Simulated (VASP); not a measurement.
# TiTlF3 (Pm-3m) in VASP: notebook

TiTlF3 is run at these levels: PBE+U; tasks: single point.

Program: VASP 6.6.1. These are calculated values, not measurements. Logs are shortened: lines on timing, memory, paths and dates and some standing lists are left out, and cuts for length are marked.

### 1 The cell of the first run

Symmetry: Pm-3m, No. 221, cubic system. Conventional cell: a = 4.448 Å, b = 4.448 Å, c = 4.448 Å, α = 90.00°, β = 90.00°, γ = 90.00°. Ti (site symmetry m-3m) has 6 F at 2.22 Å within 2.9 Å. Within 2.9 Å of F (site symmetry 4/mmm) lie 2 Ti at 2.22 Å. Tl (site symmetry m-3m) has 12 F at 3.15 Å and 8 Ti at 3.85 Å within 4.1 Å.

### 2 Single point, PBE+U

The input, POSCAR:

```
TiTlF3
1.0
    4.4480855700      0.0000000000      0.0000000000
    0.0000000000      4.4480855700      0.0000000000
    0.0000000000      0.0000000000      4.4480855700
Ti F Tl
1 3 1
Direct
    0.0000000000      0.0000000000      0.0000000000
    0.5000000000      0.0000000000      0.0000000000
    0.0000000000      0.5000000000      0.0000000000
    0.0000000000      0.0000000000      0.5000000000
    0.5000000000      0.5000000000      0.5000000000
```

The input, INCAR.step1:

```
PREC     = Accurate       # precision mode
ENCUT    = 520            # plane-wave cutoff, eV
EDIFF    = 1E-7           # SCF threshold, eV
ISMEAR   = -1             # smearing method
SIGMA    = 0.1            # smearing width, eV
LREAL    = False          # projectors in reciprocal space
LASPH    = True           # aspherical terms in the spheres
NELM     = 150            # most SCF steps
ALGO     = Normal         # electronic algorithm
ISIF     = 2              # what is computed and relaxed
LWAVE    = False          # write WAVECAR
LCHARG   = True           # write CHGCAR
LMAXMIX  = 4              # l up to which the mixer works
LDAU     = True           # DFT+U
LDAUTYPE = 2            
LDAUL    = 2 -1 -1        # shell
LDAUU    = 3.38 0 0       # U, eV
LDAUJ    = 0 0 0        
LDAUPRINT= 1            
GGA      = PE             # functional
NBANDS   = 31             # bands
ISYM     = 0
```

The input, KPOINTS.step1:

```
Automatic mesh
0
Gamma
  4 4 4
  0.5 0.5 0.5
```

The input, INCAR.step2:

```
PREC     = Accurate       # precision mode
ENCUT    = 520            # plane-wave cutoff, eV
EDIFF    = 1E-7           # SCF threshold, eV
ISMEAR   = -5             # smearing method
SIGMA    = 0.1            # smearing width, eV
LREAL    = False          # projectors in reciprocal space
LASPH    = True           # aspherical terms in the spheres
NELM     = 150            # most SCF steps
ALGO     = Normal         # electronic algorithm
ISIF     = 2              # what is computed and relaxed
LWAVE    = False          # write WAVECAR
LCHARG   = False          # write CHGCAR
LMAXMIX  = 4              # l up to which the mixer works
LDAU     = True           # DFT+U
LDAUTYPE = 2            
LDAUL    = 2 -1 -1        # shell
LDAUU    = 3.38 0 0       # U, eV
LDAUJ    = 0 0 0        
LDAUPRINT= 1            
GGA      = PE             # functional
LORBIT   = 11             # projections on sites
NBANDS   = 31             # bands
NEDOS    = 1001           # points of the DOS
ICHARG   = 11             # starting density
ISYM     = 0
```

The input, KPOINTS.step2:

```
regular mesh
0
Gamma
  6 6 6
```

Potentials or basis: VASP PAW PBE potentials, release 64 (Ti_sv, F, Tl_d).

Launch:

```
$ cat potpaw_PBE.64/Ti_sv/POTCAR potpaw_PBE.64/F/POTCAR potpaw_PBE.64/Tl_d/POTCAR > POTCAR
$ cp INCAR.step1 INCAR
$ cp KPOINTS.step1 KPOINTS
$ mpirun -np 1 vasp_std > vasp.out
$ cp INCAR.step2 INCAR
$ cp KPOINTS.step2 KPOINTS
$ mpirun -np 1 vasp_std > vasp.out
```

OUTCAR:

```text
PREC = Accurate
   ENCUT = 520
   EDIFF = 1E-7
   ISMEAR = -5
   LREAL = False
   LASPH = True
   NELM = 150
   ISIF = 2
   GGA = PE
   LORBIT = 11
   ICHARG = 11
   ISYM = 0

 ion  position               nearest neighbor table
   1  0.000  0.000  0.000-   2 2.22   3 2.22   4 2.22   4 2.22   3 2.22   2 2.22
   2  0.500  0.000  0.000-   1 2.22   1 2.22
   3  0.000  0.500  0.000-   1 2.22   1 2.22
   4  0.000  0.000  0.500-   1 2.22   1 2.22
   5  0.500  0.500  0.500-

IMPORTANT INFORMATION: All symmetrisations will be switched off!
NOSYMM: (Re-)initialisation of all symmetry stuff for point group C_1.

----------------------------------------------------------------------------------------

                                     Primitive cell

  volume of cell :      88.0074

  direct lattice vectors                    reciprocal lattice vectors
     4.448085570  0.000000000  0.000000000     0.224815819  0.000000000  0.000000000
     0.000000000  4.448085570  0.000000000     0.000000000  0.224815819  0.000000000
     0.000000000  0.000000000  4.448085570     0.000000000  0.000000000  0.224815819

  length of vectors
     4.448085570  4.448085570  4.448085570     0.224815819  0.224815819  0.224815819

  position of ions in fractional coordinates (direct lattice)
     0.000000000  0.000000000  0.000000000
     0.500000000  0.000000000  0.000000000
     0.000000000  0.500000000  0.000000000
     0.000000000  0.000000000  0.500000000
     0.500000000  0.500000000  0.500000000

  ion indices of the primitive-cell ions
   primitive index   ion index
                 1           1
                 2           2
                 3           3
                 4           4
                 5           5

----------------------------------------------------------------------------------------

 KPOINTS: regular mesh

Automatic generation of k-mesh.
 Grid dimensions read from file:
 generate k-points for:    6    6    6

[... 124 lines left out ...]
 -0.0000 -0.0000 -0.0000  0.2505 -0.0000
  0.0000 -0.0000  0.0000 -0.0000  0.0644

 occupancies and eigenvectors

  o =  0.0644  v =  0.0000 -0.0000  0.6200  0.0000 -0.7846  0.0000  0.0000  0.0000  0.0000  0.0000      0.0000  0.0000  0.0000  0.0000  0.0000  0.0000  0.0000  0.0000  0.0000  0.0000
  o =  0.0644  v =  0.0000  0.0000  0.0000  0.0000  0.0000  0.0000 -0.0000  0.6200  0.0000 -0.7846      0.0000  0.0000  0.0000  0.0000  0.0000  0.0000  0.0000  0.0000  0.0000  0.0000
  o =  0.0644  v = -0.0000 -0.0000 -0.7846 -0.0000 -0.6200  0.0000  0.0000  0.0000  0.0000  0.0000      0.0000  0.0000  0.0000  0.0000  0.0000  0.0000  0.0000  0.0000  0.0000  0.0000
  o =  0.0644  v =  0.0000  0.0000  0.0000  0.0000  0.0000 -0.0000 -0.0000 -0.7846 -0.0000 -0.6200      0.0000  0.0000  0.0000  0.0000  0.0000  0.0000  0.0000  0.0000  0.0000  0.0000
  o =  0.2505  v =  0.0000  0.0000  0.0000  0.0000  0.0000 -0.7734  0.6243  0.0000  0.1097 -0.0000      0.0000  0.0000  0.0000  0.0000  0.0000  0.0000  0.0000  0.0000  0.0000  0.0000
  o =  0.2505  v = -0.7734  0.6243  0.0000  0.1097 -0.0000  0.0000  0.0000  0.0000  0.0000  0.0000      0.0000  0.0000  0.0000  0.0000  0.0000  0.0000  0.0000  0.0000  0.0000  0.0000
  o =  0.2505  v =  0.5957  0.6566 -0.0000  0.4626 -0.0000  0.0000  0.0000  0.0000  0.0000  0.0000      0.0000  0.0000  0.0000  0.0000  0.0000  0.0000  0.0000  0.0000  0.0000  0.0000
  o =  0.2505  v =  0.0000  0.0000  0.0000  0.0000  0.0000  0.5957  0.6566 -0.0000  0.4626 -0.0000      0.0000  0.0000  0.0000  0.0000  0.0000  0.0000  0.0000  0.0000  0.0000  0.0000
  o =  0.2506  v =  0.0000  0.0000  0.0000  0.0000  0.0000 -0.2168 -0.4231 -0.0000  0.8797 -0.0000      0.0000  0.0000  0.0000  0.0000  0.0000  0.0000  0.0000  0.0000  0.0000  0.0000
  o =  0.2506  v = -0.2168 -0.4231 -0.0000  0.8797 -0.0000  0.0000  0.0000  0.0000  0.0000  0.0000      0.0000  0.0000  0.0000  0.0000  0.0000  0.0000  0.0000  0.0000  0.0000  0.0000

 number of electron      45.9999978 magnetization

 Free energy of the ion-electron system (eV)
  ---------------------------------------------------
  ext. energy  EPLUGINS =         0.00000000
  ---------------------------------------------------
  free energy    TOTEN  =       -24.17327420 eV

  energy without entropy =      -24.17327420  energy(sigma->0) =      -24.17327420

 E-fermi :   5.4288     XC(G=0):  -9.4181

 val. band max:        5.4284979842   @ k =   0.0000   0.3333   0.0000
 cond. band min:       5.3925897284   @ k =  -0.1667   0.1667   0.5000
 fundamental gap:     -0.0359082558
 Fermi energy:         5.4287901260

 k-point     1 :       0.0000    0.0000    0.0000
  band No.  band energies     occupation
      1     -53.9154      2.00000
      2     -30.1563      2.00000
      3     -30.1562      2.00000
      4     -30.1562      2.00000
      5     -20.0645      2.00000
      6     -19.8184      2.00000
[... 805 lines left out ...]
     30       8.5323      0.00000
     31      11.1740      0.00000

 [... further k-points ...]
[... 5 lines left out ...]
  --------------------------------------------------------------------------------------
  -------------------------------------------------------------------------------------
  Total       -4.4707600     -4.3471673     -4.4838967      0.0850232     -0.0104764     -0.0898547
  in kB      -81.3902798    -79.1402710    -81.6294341      1.5478492     -0.1907230     -1.6358070
  external PRESSURE =     -80.7199950 kB  Pullay stress =       0.0000000 kB

 VOLUME and BASIS-vectors are now :
 -----------------------------------------------------------------------------
  energy-cutoff  :      520.00
  volume of cell :       88.01
      direct lattice vectors                 reciprocal lattice vectors
     4.448085570  0.000000000  0.000000000     0.224815819  0.000000000  0.000000000
     0.000000000  4.448085570  0.000000000     0.000000000  0.224815819  0.000000000
     0.000000000  0.000000000  4.448085570     0.000000000  0.000000000  0.224815819

 POSITION                                       TOTAL-FORCE (eV/Angst)
 -----------------------------------------------------------------------------------
      0.00000      0.00000      0.00000        -0.000000     -0.000002      0.000001
      2.22404      0.00000      0.00000        -0.000001      0.000000     -0.000001
      0.00000      2.22404      0.00000        -0.000000     -0.000000     -0.000000
      0.00000      0.00000      2.22404         0.000001     -0.000000     -0.000000
      2.22404      2.22404      2.22404         0.000000      0.000002      0.000000
 -----------------------------------------------------------------------------------
    total drift:                                0.000000     -0.000009      0.000001

  FREE ENERGIE OF THE ION-ELECTRON SYSTEM (eV)
  ---------------------------------------------------
  free  energy   TOTEN  =       -24.1732741960 eV

  energy  without entropy=      -24.1732741960  energy(sigma->0) =      -24.17327420

 total charge

# of ion       s       p       d       tot
------------------------------------------
    1        2.094   6.042   1.752   9.887
    2        1.737   4.321   0.000   6.058
    3        1.737   4.321   0.000   6.058
    4        1.737   4.321   0.000   6.058
    5        1.309   0.125   9.666  11.100
--------------------------------------------------
tot          8.613  19.131  11.418  39.161
```

OUTCAR.step1:

```text
PREC = Accurate
   ENCUT = 520
   EDIFF = 1E-7
   ISMEAR = -1
   LREAL = False
   LASPH = True
[... 1048 lines left out ...]
      0.00000      2.22404      0.00000        -0.000000     -0.000000      0.000000
      0.00000      0.00000      2.22404        -0.000000      0.000000     -0.000000
      2.22404      2.22404      2.22404         0.000000     -0.000000     -0.000000
 -----------------------------------------------------------------------------------
    total drift:                               -0.000000      0.000000      0.000000

  FREE ENERGIE OF THE ION-ELECTRON SYSTEM (eV)
  ---------------------------------------------------
  free  energy   TOTEN  =       -24.3077678701 eV

  energy  without entropy=      -24.0333544618  energy(sigma->0) =      -24.17056117
```

It took 5.2 min on 1 thread of AMD EPYC 9R14 (Zen 4), shared host; peak memory 0.37 GiB.

What came out:

| Quantity | Value |
| --- | --- |
| Valence electrons inside the program's atomic spheres | Ti 9.89; F 6.06; Tl 11.10 |

Levels at points of the mesh, in eV from the Fermi level:
```csv
k point,band 20,band 21,band 22,band 23,band 24,band 25
"(0.00, 0.00, 0.00)",-6.44,-6.44,-6.44,-0.25,-0.25,-0.25
"(0.50, 0.00, 0.00)",-6.38,-6.38,-4.99,-0.59,-0.24,0.08
"(0.00, 0.50, 0.00)",-6.38,-6.38,-4.99,-0.59,-0.24,0.08
"(0.00, 0.00, 0.50)",-6.38,-6.38,-4.99,-0.59,-0.24,0.08
"(0.50, 0.50, 0.00)",-6.68,-6.04,-5.07,0.19,0.19,0.56
"(0.00, 0.50, 0.50)",-6.68,-6.04,-5.07,0.19,0.19,0.56
"(0.50, 0.00, 0.50)",-6.68,-6.04,-5.07,0.19,0.19,0.56
"(0.50, 0.50, 0.50)",-6.05,-6.05,-6.05,0.45,0.45,0.45
```

Eigenvalues of the final occupation matrices:
```tsv
site	spin	trace	eigenvalues
site 1 d	1	0.88	0.06 0.06 0.25 0.25 0.25
site 1 d	2	0.88	0.06 0.06 0.25 0.25 0.25
```

Caveat: spin-orbit coupling is left out, which moves the levels of the heavy elements; U without spin polarisation on a metal has little footing.

### 3 Single point, PBE+U, collinear spin

The input, INCAR:

```
PREC = Accurate ; ENCUT = 520
EDIFF = 1E-6 ; ISMEAR = -1
SIGMA = 0.1 ; LREAL = F
LASPH = T ; NELM = 150
ALGO = Normal ; ISIF = 2
LWAVE = F ; LCHARG = F
ISPIN = 2 ; MAGMOM = 1 0 0 0 0
LORBIT = 11 ; LMAXMIX = 4
LDAU = T ; LDAUTYPE = 2
LDAUL = 2 -1 -1 ; LDAUU = 3.38 0 0
LDAUJ = 0 0 0 ; LDAUPRINT = 1
GGA = PE ; ISYM = 0
NBANDS = 35
```

The input, KPOINTS:

```
Automatic mesh
0
Gamma
  4 4 4
  0.5 0.5 0.5
```

POSCAR is that of step 2.

Potentials or basis: VASP PAW PBE potentials, release 64 (Ti_sv, F, Tl_d).

Launch:

```
$ cat potpaw_PBE.64/Ti_sv/POTCAR potpaw_PBE.64/F/POTCAR potpaw_PBE.64/Tl_d/POTCAR > POTCAR
$ mpirun -np 1 vasp_std > vasp.out
```

Wall time 9.6 min (1 thread of AMD EPYC 9R14 (Zen 4), shared host); peak memory 0.31 GiB.

The run converged. Its results:

```
Free energy                                           : -24.3078 eV
Pressure                                              : -6.4 GPa
Band gap on the k mesh                                : zero (filled and empty bands overlap)
Net moment                                            : 0.00 μB per cell
Valence electrons inside the program's atomic spheres : Ti 9.88; F 6.06; Tl 11.10
```

Levels at points of the mesh, in eV from the Fermi level:
Spin up:
```
           k point  band 21  band 22  band 23  band 24  band 25  band 26
(0.12, 0.12, 0.12)    -6.35    -5.84    -0.15    -0.10    -0.10     1.39
```
Spin down:
```tsv
k point	band 21	band 22	band 23	band 24	band 25	band 26
(0.12, 0.12, 0.12)	-6.35	-5.84	-0.15	-0.10	-0.10	1.39
```

Eigenvalues of the final occupation matrices:
| site | spin | trace | eigenvalues |
| --- | --- | --- | --- |
| site 1 d | 1 | 0.88 | 0.06 0.06 0.25 0.25 0.25 |
| site 1 d | 2 | 0.88 | 0.06 0.06 0.25 0.25 0.25 |

Caveat: the cell stands under tension; spin-orbit coupling is left out, which moves the levels of the heavy elements.

The gap in the log of VASP goes by the Fermi energy; the results here count the filled bands.